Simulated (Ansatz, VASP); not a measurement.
## Si: VASP beside Ansatz

```
Si
1.0
     2.64095    0.00000    0.00000
    -1.32048    2.28713    0.00000
     0.00000    0.00000    2.52616
Si
1
Cartesian
  0.0000 0.0000 0.0000
```

Alike in both runs: functional PBE; k mesh 6 × 6 × 6; occupations gaussian, width 0.1 eV; no spin polarisation.

Ansatz relaxed the structure, and its values are those at the end. VASP's run is a single point on that final structure, the one shown.

|  | VASP | Ansatz |
| --- | --- | --- |
| version | VASP 6.6.1 | Ansatz 0.2.0 |
| potentials or method | VASP PAW PBE potentials, release 64 (Si), cutoff 520 eV | scalar-relativistic, plane waves, PAW |
| valence electrons in the cell | 4 | 4 |

```csv
,VASP,Ansatz,Ansatz less VASP
gap on the k mesh at the Fermi level (eV),none,none,-
pressure (GPa),-0.1,0.0,+0.05
```

A gap of «none» marks a metal or a gap that the smearing closes. The functional is the same, so the differences come from potentials, cutoffs and numerics.

The k mesh is coarse, so the values compare programs but aren't converged.
